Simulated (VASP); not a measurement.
# HfN in VASP: a series of runs, part 2 of 2

VASP 6.6.1. The steps go on from the part before.

### Step 3. Single point, PBE

This run uses another cell than the first one, of 11.78 Å³/atom, 1.020 times its volume.

File INCAR:

```
SYSTEM = HfN
PREC = Accurate
ENCUT = 520
EDIFF = 1E-6
ISMEAR = 0
SIGMA = 0.1
LREAL = .False.
LASPH = .True.
NELM = 80
ALGO = Normal
ISIF = 2
LWAVE = .False.
LCHARG = .False.
GGA = PE
NBANDS = 23
```

File KPOINTS:

```
regular mesh
0
Gamma
  18 18 8
  0 0 0
```

File POSCAR:

```
HfN
1.0
    3.1594083896      0.0000000000      0.0000000000
   -1.5797041948      2.7361279264      0.0000000000
    0.0000000000      0.0000000000      5.4510711236
Hf N
2 2
Direct
    0.6666666667      0.3333333333      0.2500000000
    0.3333333333      0.6666666667      0.7500000000
    0.0000000000      0.0000000000      0.0000000000
    0.0000000000      0.0000000000      0.5000000000
```

Potentials or basis: VASP PAW PBE potentials, release 64 (Hf_pv, N).

Launch:

```sh
$ cat potpaw_PBE.64/Hf_pv/POTCAR potpaw_PBE.64/N/POTCAR > POTCAR
$ mpirun -np 1 vasp_std > vasp.out
```

OUTCAR:

```text
SYSTEM = HfN
   PREC = Accurate
   ENCUT = 520
   EDIFF = 1E-6
   ISMEAR = 0
   LREAL = .False.
   LASPH = .True.
   NELM = 80
   ISIF = 2
   GGA = PE

 ion  position               nearest neighbor table
   1  0.667  0.333  0.250-   3 2.28   4 2.28   3 2.28   4 2.28   3 2.28   4 2.28   2 3.28   2 3.28
                             2 3.28   2 3.28   2 3.28   2 3.28
   2  0.333  0.667  0.750-   3 2.28   4 2.28   3 2.28   4 2.28   3 2.28   4 2.28   1 3.28   1 3.28
                             1 3.28   1 3.28   1 3.28   1 3.28
   3  0.000  0.000  0.000-   1 2.28   2 2.28   1 2.28   2 2.28   1 2.28   2 2.28
   4  0.000  0.000  0.500-   1 2.28   2 2.28   1 2.28   2 2.28   1 2.28   2 2.28

  LATTYP: Found a hexagonal cell.
 ALAT       =     3.1594083896
 C/A-ratio  =     1.7253455240

  Lattice vectors:

 A1 = (   3.1594083896,   0.0000000000,   0.0000000000)
 A2 = (  -1.5797041948,   2.7361279264,   0.0000000000)
 A3 = (   0.0000000000,   0.0000000000,   5.4510711236)

Analysis of symmetry for initial positions (statically):
=====================================================================
 Subroutine PRICEL returns:
 Original cell was already a primitive cell.

[... 172 lines left out ...]
  free energy    TOTEN  =       -43.40924871 eV

  energy without entropy =      -43.40645571  energy(sigma->0) =      -43.40785221

 E-fermi :   7.7286     XC(G=0): -12.6264

 val. band max:        7.7243499973   @ k =   0.1111   0.0556   0.0000
 cond. band min:       7.7292734893   @ k =   0.0000   0.0000   0.1250
 fundamental gap:      0.0049234920
 Fermi energy:         7.7286017420

 k-point     1 :       0.0000    0.0000    0.0000
  band No.  band energies     occupation
      1     -24.0010      2.00000
      2     -23.2120      2.00000
      3     -23.1092      2.00000
      4     -23.1092      2.00000
      5     -23.0520      2.00000
      6     -23.0520      2.00000
[... 613 lines left out ...]
     22      13.8842      0.00000
     23      14.7797      0.00000

 [... further k-points ...]
[... 5 lines left out ...]
  --------------------------------------------------------------------------------------
  -------------------------------------------------------------------------------------
  Total       -0.6678964     -0.6678964     -0.6458113      0.0000000      0.0000000     -0.0000000
  in kB      -22.7088772    -22.7088772    -21.9579706      0.0000000      0.0000000     -0.0000000
  external PRESSURE =     -22.4585750 kB  Pullay stress =       0.0000000 kB

 VOLUME and BASIS-vectors are now :
 -----------------------------------------------------------------------------
  energy-cutoff  :      520.00
  volume of cell :       47.12
      direct lattice vectors                 reciprocal lattice vectors
     3.159408390  0.000000000  0.000000000     0.316514954  0.182739994  0.000000000
    -1.579704195  2.736127926  0.000000000     0.000000000  0.365479987  0.000000000
     0.000000000  0.000000000  5.451071124     0.000000000  0.000000000  0.183450184

 POSITION                                       TOTAL-FORCE (eV/Angst)
 -----------------------------------------------------------------------------------
      1.57970      0.91204      1.36277        -0.000000     -0.000000      0.000000
     -0.00000      1.82409      4.08830         0.000000      0.000000     -0.000000
      0.00000      0.00000      0.00000        -0.000000      0.000000      0.000000
      0.00000      0.00000      2.72554         0.000000      0.000000      0.000000
 -----------------------------------------------------------------------------------
    total drift:                               -0.000000      0.000000     -0.000000

  FREE ENERGIE OF THE ION-ELECTRON SYSTEM (eV)
  ---------------------------------------------------
  free  energy   TOTEN  =       -43.4092487145 eV

  energy  without entropy=      -43.4064557092  energy(sigma->0) =      -43.40785221
```

OSZICAR:

```text
N       E                     dE             d eps       ncg     rms          rms(c)
DAV:   1     0.112355473639E+03    0.11236E+03   -0.16483E+04  8510   0.130E+03
DAV:   2    -0.432326293603E+02   -0.15559E+03   -0.14750E+03 11150   0.314E+02
DAV:   3    -0.495165335564E+02   -0.62839E+01   -0.62300E+01 11086   0.502E+01
DAV:   4    -0.495715337148E+02   -0.55000E-01   -0.54974E-01  9783   0.515E+00
DAV:   5    -0.495722161605E+02   -0.68245E-03   -0.68234E-03 11599   0.470E-01    0.710E+01
DAV:   6    -0.435792426200E+02    0.59930E+01   -0.27678E+01 10385   0.269E+01    0.548E+01
DAV:   7    -0.434460493162E+02    0.13319E+00   -0.19905E+00 10080   0.853E+00    0.251E+01
DAV:   8    -0.434197813466E+02    0.26268E-01   -0.13629E-01 10807   0.259E+00    0.466E+00
DAV:   9    -0.434106865255E+02    0.90948E-02   -0.60052E-02 10107   0.131E+00    0.330E+00
DAV:  10    -0.434095187153E+02    0.11678E-02   -0.11836E-02 10332   0.656E-01    0.925E-01
DAV:  11    -0.434092478940E+02    0.27082E-03   -0.13210E-03 10653   0.232E-01    0.636E-02
DAV:  12    -0.434092489204E+02   -0.10264E-05   -0.70688E-05 10656   0.569E-02    0.143E-01
DAV:  13    -0.434092487145E+02    0.20595E-06   -0.62968E-06 10475   0.157E-02
   1 F= -.43409249E+02 E0= -.43407852E+02  d E =-.279301E-02
```

stdout:

```text
POSCAR found type information on POSCAR HfN
 POSCAR found :  2 types and       4 ions
 scaLAPACK will be used
 LDA part: xc-table for (Slater+PW92), standard interpolation
 POSCAR, INCAR and KPOINTS ok, starting setup
 FFT: planning ... GRIDC
 FFT: planning ... GRID_SOFT
 FFT: planning ... GRID
 WAVECAR not read
 entering main loop
```

Wall time 2.7 min (1 thread of Intel Xeon Platinum 8488C (Sapphire Rapids), shared host); peak memory 0.29 GiB.

Results:

```
Free energy            : -43.4092 eV
Pressure               : -2.2 GPa
Band gap on the k mesh : zero (band 15 reaches 9.55 eV, above the bottom of band 16 at 7.30 eV)
```

Stress tensor (GPa, compression positive):
```
-2.27  0.00  0.00
 0.00 -2.27  0.00
 0.00  0.00 -2.20
```

Caveat: spin-orbit coupling is left out, which moves the levels of the heavy elements.
